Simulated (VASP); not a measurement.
Runs of VASP 6.6.1 on Sc3As. The structure is that of space group Im-3m (No. 229), or close to it. The cells are those of the table. The cell was generated, and may not be a known phase.

```tsv
task	cell	k mesh	cutoff (eV)	gap on the mesh (eV)	pressure (GPa)	relaxed volume (Å³/atom)
single point	a = 4.966 Å, angles 109.5°, 4 atoms	12 × 12 × 12	520	none	(a)	-
single point	a = 4.714 Å, angles 109.5°, 4 atoms	4 × 4 × 4	520	none	10.3	-
relaxation of cell and atoms	relaxed from a = 4.966 Å, angles 109.5°, 4 atoms	12 × 12 × 12	600	none	0.0	23.66
single point	a = 4.966 Å, angles 109.5°, 4 atoms	4 × 4 × 4	520	none	0.3	-
relaxation of cell and atoms	relaxed from a = 4.714 Å, angles 109.5°, 4 atoms	4 × 4 × 4	600	none	0.0	(b)
```

Alike in all rows: level PBE; potentials or basis VASP PAW PBE potentials, release 64 (Sc_sv, As); no spin polarisation; smearing gaussian 0.1 eV.

Problem. Fill in the values left out.

Solution. (a) 0.1; (b) 23.69.

Caveats: some runs use coarse meshes; the volume moved by over 15 % at a fixed basis, so the end points are rough (at least some runs).

A k mesh can miss the band edges, and the runs leave out spin-orbit coupling on As.

A gap of «none» marks levels without a gap at the run's occupations.
